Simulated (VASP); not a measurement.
# C in VASP: a series of runs, part 2 of 3

VASP 6.6.1. Earlier steps stand in the parts before.

## 3. Single point, PBE

This run uses another cell than the first one, of 7.82 Å³/atom.

Input file INCAR:

```
  PREC = Accurate
  ENCUT = 520
  EDIFF = 1E-7
  ISMEAR = 0
  SIGMA = 0.1
  LREAL = False
  LASPH = True
  NELM = 100
  ALGO = Normal
  ISIF = 2
  LWAVE = False
  LCHARG = False
  GGA = PE
  NBANDS = 36
```

Input file KPOINTS:

```
regular mesh
0
Gamma
  4 4 4
```

Input file POSCAR:

```
C
1.0
    5.0123734630      0.0000000000      0.0000000000
    0.0000000000      3.9474978363      0.0000000000
    0.0000000000      0.0000000000      4.7439849591
C
12
Direct
    0.3686108099      0.0000000000      0.0000000000
    0.1313891901      0.0000000000      0.5000000000
    0.6313891901      0.0000000000      0.0000000000
    0.8686108099      0.0000000000      0.5000000000
    0.6669650583      0.6400096672      0.1169036266
    0.8330349417      0.3599903328      0.6169036266
    0.8330349417      0.6400096672      0.3830963734
    0.6669650583      0.3599903328      0.8830963734
    0.3330349417      0.3599903328      0.8830963734
    0.1669650583      0.6400096672      0.3830963734
    0.1669650583      0.3599903328      0.6169036266
    0.3330349417      0.6400096672      0.1169036266
```

Potentials or basis: VASP PAW PBE potentials, release 64 (C).

On the command line:

```bash
$ cat potpaw_PBE.64/C/POTCAR > POTCAR
$ mpirun -np 1 vasp_std > vasp.out
```

OUTCAR:

```text
PREC = Accurate
   ENCUT = 520
   EDIFF = 1E-7
   ISMEAR = 0
   LREAL = False
   LASPH = True
   NELM = 100
   ISIF = 2
   GGA = PE

 ion  position               nearest neighbor table
   1  0.369  0.000  0.000-   3 1.32   9 1.54  12 1.54
   2  0.131  0.000  0.500-   4 1.32  10 1.54  11 1.54
   3  0.631  0.000  0.000-   1 1.32   5 1.54   8 1.54
   4  0.869  0.000  0.500-   2 1.32   6 1.54   7 1.54
   5  0.667  0.640  0.117-   7 1.51   3 1.54   8 1.57  12 1.67
   6  0.833  0.360  0.617-   8 1.51   4 1.54   7 1.57  11 1.67
   7  0.833  0.640  0.383-   5 1.51   4 1.54   6 1.57  10 1.67
   8  0.667  0.360  0.883-   6 1.51   3 1.54   5 1.57   9 1.67
   9  0.333  0.360  0.883-  11 1.51   1 1.54  12 1.57   8 1.67
  10  0.167  0.640  0.383-  12 1.51   2 1.54  11 1.57   7 1.67
  11  0.167  0.360  0.617-   9 1.51   2 1.54  10 1.57   6 1.67
  12  0.333  0.640  0.117-  10 1.51   1 1.54   9 1.57   5 1.67

  LATTYP: Found a simple orthorhombic cell.
 ALAT       =     3.9474978363
 B/A-ratio  =     1.2017701227
 C/A-ratio  =     1.2697596480

  Lattice vectors:

 A1 = (   0.0000000000,   3.9474978363,   0.0000000000)
 A2 = (   0.0000000000,   0.0000000000,   4.7439849591)
 A3 = (   5.0123734630,   0.0000000000,   0.0000000000)

Analysis of symmetry for initial positions (statically):
=====================================================================
 Subroutine PRICEL returns:
 Original cell was already a primitive cell.

 Routine SETGRP: Setting up the symmetry group for a
 simple orthorhombic supercell.

 Subroutine GETGRP returns: Found  8 space group operations
 (whereof  4 operations were pure point group operations)
 out of a pool of  8 trial point group operations.

The static configuration has the point symmetry C_2h.
[... 161 lines left out ...]
   LHFCALC =     F    Hartree Fock is set to
   AEXX    =    0.0000 exact exchange contribution
   IVDW    =     0    specifies the selected vdW correction
   LEPSILON=     F    determine dielectric tensor
   LRPA    =     F    only Hartree local field effects (RPA)
 non-spin polarized calculation
 Gauss-broadening in eV      SIGMA  =   0.10
  energy-cutoff  :      520.00
  volume of cell :       93.87
 maximum number of plane-waves:      2554
 NGX is ok and might be reduce to    40
   NGX = 19   NGY = 15   NGZ = 17

 number of electron      48.0000000 magnetization

 Free energy of the ion-electron system (eV)
  ---------------------------------------------------
  ext. energy  EPLUGINS =         0.00000000
  ---------------------------------------------------
  free energy    TOTEN  =       -98.66606823 eV

  energy without entropy =      -98.66606823  energy(sigma->0) =      -98.66606823

 E-fermi :   5.8600     XC(G=0): -11.0919

 val. band max:        5.3880412784   @ k =   0.0000   0.5000   0.0000
 cond. band min:       7.0531708614   @ k =   0.0000   0.0000   0.0000
 fundamental gap:      1.6651295829
 Fermi energy:         5.8599683837

 k-point     1 :       0.0000    0.0000    0.0000
  band No.  band energies     occupation
      1     -14.4301      2.00000
      2     -12.6513      2.00000
      3      -9.5310      2.00000
      4      -9.3900      2.00000
      5      -7.3543      2.00000
      6      -6.4884      2.00000
[... 925 lines left out ...]
     35      14.7822      0.00000
     36      14.7822      0.00000

 [... further k-points ...]

------------------------ aborting loop because EDIFF is reached ----------------------------------------

  FORCE on cell =-STRESS in cart. coord.  units (eV):
  Direction    XX          YY          ZZ          XY          YZ          ZX
  --------------------------------------------------------------------------------------
  -------------------------------------------------------------------------------------
  Total        0.5851642      0.2783492      0.0702321      0.0000000      0.0000000      0.0000000
  in kB        9.9880276      4.7510762      1.1987754      0.0000000      0.0000000      0.0000000
  external PRESSURE =       5.3126264 kB  Pullay stress =       0.0000000 kB

 VOLUME and BASIS-vectors are now :
 -----------------------------------------------------------------------------
  energy-cutoff  :      520.00
  volume of cell :       93.87
      direct lattice vectors                 reciprocal lattice vectors
     5.012373463  0.000000000  0.000000000     0.199506283  0.000000000  0.000000000
     0.000000000  3.947497836  0.000000000     0.000000000  0.253325028  0.000000000
     0.000000000  0.000000000  4.743984959     0.000000000  0.000000000  0.210793248

 POSITION                                       TOTAL-FORCE (eV/Angst)
 -----------------------------------------------------------------------------------
      1.84762      0.00000      0.00000        -0.067346     -0.000000      0.000000
      0.65857      0.00000      2.37199         0.067346     -0.000000      0.000000
      3.16476      0.00000      0.00000         0.067346     -0.000000     -0.000000
      4.35380      0.00000      2.37199        -0.067346     -0.000000     -0.000000
      3.34308      2.52644      0.55459         0.022870     -0.012533     -0.005633
      4.17548      1.42106      2.92658        -0.022870      0.012533     -0.005633
      4.17548      2.52644      1.81740        -0.022870     -0.012533      0.005633
      3.34308      1.42106      4.18940         0.022870      0.012533      0.005633
      1.66930      1.42106      4.18940        -0.022870      0.012533      0.005633
      0.83689      2.52644      1.81740         0.022870     -0.012533      0.005633
      0.83689      1.42106      2.92658         0.022870      0.012533     -0.005633
      1.66930      2.52644      0.55459        -0.022870     -0.012533     -0.005633
 -----------------------------------------------------------------------------------
    total drift:                               -0.000000      0.000000      0.000000

  FREE ENERGIE OF THE ION-ELECTRON SYSTEM (eV)
  ---------------------------------------------------
  free  energy   TOTEN  =       -98.6660682287 eV

  energy  without entropy=      -98.6660682287  energy(sigma->0) =      -98.66606823
```

OSZICAR:

```text
N       E                     dE             d eps       ncg     rms          rms(c)
DAV:   1     0.161397789812E+03    0.16140E+03   -0.24741E+04  1944   0.127E+03
DAV:   2    -0.913642051122E+02   -0.25276E+03   -0.23449E+03  2500   0.256E+02
DAV:   3    -0.104473124070E+03   -0.13109E+02   -0.12925E+02  2544   0.554E+01
DAV:   4    -0.104706942153E+03   -0.23382E+00   -0.23300E+00  2488   0.801E+00
DAV:   5    -0.104713757071E+03   -0.68149E-02   -0.68081E-02  2496   0.129E+00    0.142E+01
DAV:   6    -0.998045921802E+02    0.49092E+01   -0.54050E+00  2220   0.118E+01    0.800E+00
DAV:   7    -0.986504465640E+02    0.11541E+01   -0.49921E+00  2392   0.105E+01    0.256E+00
DAV:   8    -0.986652441668E+02   -0.14798E-01   -0.47231E-01  2272   0.380E+00    0.809E-01
DAV:   9    -0.986656159514E+02   -0.37178E-03   -0.58410E-02  2340   0.138E+00    0.265E-01
DAV:  10    -0.986659059555E+02   -0.29000E-03   -0.79490E-03  2372   0.466E-01    0.620E-02
DAV:  11    -0.986659527422E+02   -0.46787E-04   -0.46906E-04  2316   0.126E-01    0.450E-02
DAV:  12    -0.986660594613E+02   -0.10672E-03   -0.19248E-04  2360   0.743E-02    0.178E-02
DAV:  13    -0.986660677449E+02   -0.82836E-05   -0.42464E-05  2380   0.359E-02    0.734E-03
DAV:  14    -0.986660679106E+02   -0.16573E-06   -0.93498E-06  2328   0.150E-02    0.182E-03
DAV:  15    -0.986660682675E+02   -0.35688E-06   -0.60835E-07  2404   0.411E-03    0.113E-03
DAV:  16    -0.986660682287E+02    0.38784E-07   -0.39917E-08  1456   0.149E-03
   1 F= -.98666068E+02 E0= -.98666068E+02  d E =-.187434E-12
```

stdout:

```text
POSCAR found type information on POSCAR C
 POSCAR found :  1 types and      12 ions
 scaLAPACK will be used
 LDA part: xc-table for (Slater+PW92), standard interpolation
 POSCAR, INCAR and KPOINTS ok, starting setup
 FFT: planning ... GRIDC
 FFT: planning ... GRID_SOFT
 FFT: planning ... GRID
 WAVECAR not read
 entering main loop
```

It took 1.7 min on 1 thread of AMD EPYC 7R13 (Zen 3), shared host; peak memory 0.19 GiB.

Results:

```
Free energy   : -98.6661 eV
Pressure      : 0.5 GPa
Largest force : 0.067 eV/Å
```

Forces in eV/Å, atoms in the order of the input:
```
C   -0.067  0.000  0.000
C    0.067  0.000  0.000
C    0.067  0.000  0.000
C   -0.067  0.000  0.000
C    0.023 -0.013 -0.006
C   -0.023  0.013 -0.006
C   -0.023 -0.013  0.006
C    0.023  0.013  0.006
C   -0.023  0.013  0.006
C    0.023 -0.013  0.006
C    0.023  0.013 -0.006
C   -0.023 -0.013 -0.006
```

Stress tensor (GPa, compression positive):
```
1.00 0.00 0.00
0.00 0.48 0.00
0.00 0.00 0.12
```

Caveat: this functional lacks dispersion, which binds layers or chains, so the pressure and a relaxed spacing across them are unreliable.

## 4. Single point, PBE

This run uses another cell than the first one, of 7.83 Å³/atom.

Input file INCAR:

```
PREC     = Accurate       # precision mode
ENCUT    = 520            # plane-wave cutoff, eV
EDIFF    = 1E-6           # SCF threshold, eV
ISMEAR   = 0              # smearing method
SIGMA    = 0.1            # smearing width, eV
LREAL    = F              # projectors in reciprocal space
LASPH    = T              # aspherical terms in the spheres
NELM     = 100            # most SCF steps
ALGO     = Normal         # electronic algorithm
ISIF     = 2              # what is computed and relaxed
LWAVE    = F              # write WAVECAR
LCHARG   = F              # write CHGCAR
GGA      = PE             # functional
NBANDS   = 36             # bands
```

Input file KPOINTS:

```
Automatic mesh
0
Gamma
  4 4 4
```

Input file POSCAR:

```
C
1.0
    0.0000000000      3.9453931050      0.0000000000
    0.0000000000      0.0000000000      4.7389547103
    5.0255523577      0.0000000000      0.0000000000
C
12
Direct
    1.0000000000      0.0000000000      0.3689934717
    1.0000000000      0.5000000000      0.1310065283
    1.0000000000      0.0000000000      0.6310065283
    0.0000000000      0.5000000000      0.8689934717
    0.6400039432      0.1169869733      0.6668494652
    0.3599960568      0.6169869733      0.8331505348
    0.6400039432      0.3830130267      0.8331505348
    0.3599960568      0.8830130267      0.6668494652
    0.3599960568      0.8830130267      0.3331505348
    0.6400039432      0.3830130267      0.1668494652
    0.3599960568      0.6169869733      0.1668494652
    0.6400039432      0.1169869733      0.3331505348
```

Potentials or basis: VASP PAW PBE potentials, release 64 (C).

On the command line:

```bash
$ cat potpaw_PBE.64/C/POTCAR > POTCAR
$ mpirun -np 1 vasp_std > vasp.out
```

OUTCAR:

```text
PREC = Accurate
   ENCUT = 520
   EDIFF = 1E-6
   ISMEAR = 0
   LREAL = F
   LASPH = T
   NELM = 100
   ISIF = 2
   GGA = PE

 ion  position               nearest neighbor table
   1  0.000  0.000  0.369-   3 1.32   9 1.54  12 1.54
   2  0.000  0.500  0.131-   4 1.32  10 1.54  11 1.54
   3  0.000  0.000  0.631-   1 1.32   5 1.54   8 1.54
   4  0.000  0.500  0.869-   2 1.32   6 1.54   7 1.54
   5  0.640  0.117  0.667-   7 1.51   3 1.54   8 1.57  12 1.68
   6  0.360  0.617  0.833-   8 1.51   4 1.54   7 1.57  11 1.68
   7  0.640  0.383  0.833-   5 1.51   4 1.54   6 1.57  10 1.68
   8  0.360  0.883  0.667-   6 1.51   3 1.54   5 1.57   9 1.68
   9  0.360  0.883  0.333-  11 1.51   1 1.54  12 1.57   8 1.68
  10  0.640  0.383  0.167-  12 1.51   2 1.54  11 1.57   7 1.68
  11  0.360  0.617  0.167-   9 1.51   2 1.54  10 1.57   6 1.68
  12  0.640  0.117  0.333-  10 1.51   1 1.54   9 1.57   5 1.68

  LATTYP: Found a simple orthorhombic cell.
 ALAT       =     3.9453931050
 B/A-ratio  =     1.2011362580
 C/A-ratio  =     1.2737773459

  Lattice vectors:

 A1 = (   0.0000000000,   3.9453931050,   0.0000000000)
 A2 = (   0.0000000000,   0.0000000000,   4.7389547103)
 A3 = (   5.0255523577,   0.0000000000,   0.0000000000)

Analysis of symmetry for initial positions (statically):
=====================================================================
 Subroutine PRICEL returns:
 Original cell was already a primitive cell.

 Routine SETGRP: Setting up the symmetry group for a
 simple orthorhombic supercell.

 Subroutine GETGRP returns: Found  8 space group operations
 (whereof  4 operations were pure point group operations)
 out of a pool of  8 trial point group operations.

The static configuration has the point symmetry C_2h.
 The point group associated with its full space group is D_2h.
[... 160 lines left out ...]
   LHFCALC =     F    Hartree Fock is set to
   AEXX    =    0.0000 exact exchange contribution
   IVDW    =     0    specifies the selected vdW correction
   LEPSILON=     F    determine dielectric tensor
   LRPA    =     F    only Hartree local field effects (RPA)
 non-spin polarized calculation
 Gauss-broadening in eV      SIGMA  =   0.10
  energy-cutoff  :      520.00
  volume of cell :       93.96
 maximum number of plane-waves:      2556
 NGX is ok and might be reduce to    30
   NGX = 15   NGY = 17   NGZ = 19

 number of electron      48.0000000 magnetization

 Free energy of the ion-electron system (eV)
  ---------------------------------------------------
  ext. energy  EPLUGINS =         0.00000000
  ---------------------------------------------------
  free energy    TOTEN  =       -98.66650073 eV

  energy without entropy =      -98.66650073  energy(sigma->0) =      -98.66650073

 E-fermi :   5.8518     XC(G=0): -11.0848

 val. band max:        5.3951727799   @ k =   0.5000   0.0000   0.0000
 cond. band min:       7.0442258366   @ k =   0.0000   0.0000   0.0000
 fundamental gap:      1.6490530567
 Fermi energy:         5.8517953000

 k-point     1 :       0.0000    0.0000    0.0000
  band No.  band energies     occupation
      1     -14.4329      2.00000
      2     -12.6575      2.00000
      3      -9.5243      2.00000
      4      -9.4200      2.00000
      5      -7.3571      2.00000
      6      -6.4894      2.00000
[... 925 lines left out ...]
     35      14.3790      0.00000
     36      14.3790      0.00000

 [... further k-points ...]

------------------------ aborting loop because EDIFF is reached ----------------------------------------

  FORCE on cell =-STRESS in cart. coord.  units (eV):
  Direction    XX          YY          ZZ          XY          YZ          ZX
  --------------------------------------------------------------------------------------
  -------------------------------------------------------------------------------------
  Total        0.3691384      0.3768057      0.1294917      0.0000000     -0.0000000      0.0000000
  in kB        6.2942376      6.4249742      2.2079834      0.0000000     -0.0000000      0.0000000
  external PRESSURE =       4.9757318 kB  Pullay stress =       0.0000000 kB

 VOLUME and BASIS-vectors are now :
 -----------------------------------------------------------------------------
  energy-cutoff  :      520.00
  volume of cell :       93.96
      direct lattice vectors                 reciprocal lattice vectors
     0.000000000  3.945393105  0.000000000     0.000000000  0.253460168  0.000000000
     0.000000000  0.000000000  4.738954710     0.000000000  0.000000000  0.211016999
     5.025552358  0.000000000  0.000000000     0.198983103  0.000000000  0.000000000

 POSITION                                       TOTAL-FORCE (eV/Angst)
 -----------------------------------------------------------------------------------
      1.85440      0.00000      0.00000        -0.079014      0.000000      0.000000
      0.65838      0.00000      2.36948         0.079014      0.000000      0.000000
      3.17116      0.00000      0.00000         0.079014      0.000000      0.000000
      4.36717      0.00000      2.36948        -0.079014      0.000000      0.000000
      3.35129      2.52507      0.55440         0.014856     -0.016336      0.001091
      4.18704      1.42033      2.92387        -0.014856      0.016336      0.001091
      4.18704      2.52507      1.81508        -0.014856     -0.016336     -0.001091
      3.35129      1.42033      4.18456         0.014856      0.016336     -0.001091
      1.67427      1.42033      4.18456        -0.014856      0.016336     -0.001091
      0.83851      2.52507      1.81508         0.014856     -0.016336     -0.001091
      0.83851      1.42033      2.92387         0.014856      0.016336      0.001091
      1.67427      2.52507      0.55440        -0.014856     -0.016336      0.001091
 -----------------------------------------------------------------------------------
    total drift:                                0.000000      0.000000     -0.000000

  FREE ENERGIE OF THE ION-ELECTRON SYSTEM (eV)
  ---------------------------------------------------
  free  energy   TOTEN  =       -98.6665007261 eV

  energy  without entropy=      -98.6665007261  energy(sigma->0) =      -98.66650073
```

stdout:

```text
POSCAR found type information on POSCAR C
 POSCAR found :  1 types and      12 ions
 scaLAPACK will be used
 LDA part: xc-table for (Slater+PW92), standard interpolation
 POSCAR, INCAR and KPOINTS ok, starting setup
 FFT: planning ... GRIDC
 FFT: planning ... GRID_SOFT
 FFT: planning ... GRID
 WAVECAR not read
 entering main loop
```

It took 2 min on 1 thread of AMD EPYC 7R13 (Zen 3), shared host; peak memory 0.19 GiB.

Results:

- Free energy: -98.6665 eV
- Pressure: 0.5 GPa
- Largest force: 0.079 eV/Å

Forces on the atoms (eV/Å):
```
C   -0.079  0.000  0.000
C    0.079  0.000  0.000
C    0.079  0.000  0.000
C   -0.079  0.000  0.000
C    0.015 -0.016  0.001
C   -0.015  0.016  0.001
C   -0.015 -0.016 -0.001
C    0.015  0.016 -0.001
C   -0.015  0.016 -0.001
C    0.015 -0.016 -0.001
C    0.015  0.016  0.001
C   -0.015 -0.016  0.001
```

Caveat: this functional lacks dispersion, which binds layers or chains, so the pressure and a relaxed spacing across them are unreliable.

## 5. Single point, PBE

This run uses another cell than the first one, of 7.83 Å³/atom.

Input file INCAR:

```
SYSTEM = C
PREC     = Accurate       ! precision mode
ENCUT    = 520            ! plane-wave cutoff, eV
EDIFF    = 1E-6           ! SCF threshold, eV
ISMEAR   = 0              ! smearing method
SIGMA    = 0.1            ! smearing width, eV
LREAL    = .FALSE.        ! projectors in reciprocal space
LASPH    = .TRUE.         ! aspherical terms in the spheres
NELM     = 100            ! most SCF steps
ALGO     = Normal         ! electronic algorithm
ISIF     = 2              ! what is computed and relaxed
LWAVE    = .FALSE.        ! write WAVECAR
LCHARG   = .TRUE.         ! write CHGCAR
GGA      = PE             ! functional
LELF     = .TRUE.         ! ELF
LVHAR    = .TRUE.       
NBANDS   = 36             ! bands
```

Input file KPOINTS:

```
regular mesh
0
G
  4 4 4
  0 0 0
```

Input file POSCAR:

```
C
1.0
   -0.0004488182      3.9454082896      0.0004272106
    0.0017647397      0.0005257133      4.7358396447
    5.0295566614     -0.0005556848      0.0018002951
C
12
Direct
    0.9999100889     -0.0000776616      0.3691345897
    1.0000178638      0.4999938412      0.1308802510
    1.0001084278      0.0001051867      0.6308955727
   -0.0000318670      0.5000067541      0.8691077034
    0.6400469045      0.1170360984      0.6667644994
    0.3600021067      0.6170114910      0.8332317627
    0.6399569664      0.3829884008      0.8332054015
    0.3601246451      0.8830285273      0.6668082949
    0.3599523172      0.8829622484      0.3332358268
    0.6400031799      0.3829820633      0.1667589419
    0.3600165519      0.6170006604      0.1667826477
    0.6398928149      0.1169623901      0.3331945083
```

On the command line:

```bash
$ cat potpaw_PBE.64/C/POTCAR > POTCAR
$ mpirun -np 1 vasp_std > vasp.out
```

It took 2.8 min on 1 thread of AMD EPYC 7R13 (Zen 3), shared host; peak memory 0.2 GiB.

The run converged. Its results:

| Item | Value |
| --- | --- |
| Free energy | -98.6664 eV |
| Pressure | 0.5 GPa |
| Largest force | 0.089 eV/Å |

Forces in eV/Å, atoms in the order of the input:
```
C   -0.089  0.003  0.000
C    0.087 -0.002 -0.001
C    0.088 -0.002 -0.001
C   -0.088  0.002  0.001
C    0.020 -0.013  0.005
C   -0.017  0.012  0.004
C   -0.016 -0.008 -0.005
C    0.014  0.010 -0.003
C   -0.019  0.014 -0.006
C    0.017 -0.014 -0.004
C    0.017  0.010  0.006
C   -0.015 -0.011  0.004
```

Stress tensor (GPa, compression positive):
```
 0.59  0.02 -0.13
 0.02  0.61 -0.04
-0.13 -0.04  0.36
```

Caveat: this functional lacks dispersion, which binds layers or chains, so the pressure and a relaxed spacing across them are unreliable.

(Part 2 of 3 ends here.)
